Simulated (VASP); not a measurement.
A run of VASP 6.6.1 is set up as follows.

File POSCAR:

```
TlBrF4
1.0
    0.0000000000      4.0206710000      4.0206710000
    4.0206710000      0.0000000000      4.0206710000
    4.0206710000      4.0206710000      0.0000000000
Tl Br F
1 1 4
Direct
    0.5000000000      0.5000000000      0.5000000000
    0.0000000000      0.0000000000      0.0000000000
    0.1455276071      0.1455276071      0.1455276071
    0.5634171786      0.1455276071      0.1455276071
    0.1455276071      0.1455276071      0.5634171786
    0.1455276071      0.5634171786      0.1455276071
```

Contents of INCAR.step1:

```
SYSTEM = TlBrF4
PREC     = Accurate       ! precision mode
ENCUT    = 520            ! plane-wave cutoff, eV
ISMEAR   = 1              ! smearing method
SIGMA    = 0.1001         ! smearing width, eV
LREAL    = .False.        ! projectors in reciprocal space
LASPH    = .True.         ! aspherical terms in the spheres
NELM     = 80             ! most SCF steps
NBANDS   = 33             ! bands
GGA      = PE             ! functional
ALGO     = Normal         ! electronic algorithm
EDIFF    = 1E-4           ! SCF threshold, eV
LWAVE    = .True.         ! write WAVECAR
LCHARG   = .False.        ! write CHGCAR
```

Contents of INCAR.step2:

```
SYSTEM = TlBrF4
PREC     = Accurate       ! precision mode
ENCUT    = 520            ! plane-wave cutoff, eV
EDIFF    = 1E-6           ! SCF threshold, eV
ISMEAR   = 1              ! smearing method
SIGMA    = 0.1001         ! smearing width, eV
LREAL    = .False.        ! projectors in reciprocal space
LASPH    = .True.         ! aspherical terms in the spheres
NELM     = 80             ! most SCF steps
ALGO     = Normal         ! electronic algorithm
ISIF     = 2              ! what is computed and relaxed
LWAVE    = .False.        ! write WAVECAR
LCHARG   = .False.        ! write CHGCAR
METAGGA  = R2SCAN         ! meta-GGA
LMIXTAU  = .True.       
NBANDS   = 33             ! bands
ISTART   = 1
```

File KPOINTS:

```
Automatic mesh
0
Gamma
  7 7 7
  0 0 0
```

Potentials or basis: VASP PAW PBE potentials, release 64 (Tl_d, Br, F).

Run with:

```sh
$ cat potpaw_PBE.64/Tl_d/POTCAR potpaw_PBE.64/Br/POTCAR potpaw_PBE.64/F/POTCAR > POTCAR
$ cp INCAR.step1 INCAR
$ mpirun -np 1 vasp_std > vasp.out
$ cp INCAR.step2 INCAR
$ mpirun -np 1 vasp_std > vasp.out
```

What does it give for the pressure?

2.9 GPa.

What does it give for the largest force?

0.059 eV/Å.

Forces in eV/Å, atoms in the order of the input:
```
Tl   0.000  0.000  0.000
Br   0.000  0.000  0.000
F    0.034  0.034  0.034
F    0.034 -0.034 -0.034
F   -0.034 -0.034  0.034
F   -0.034  0.034 -0.034
```

Caveat: the PAW data sets were made with another functional, which shifts forces and pressure a little.
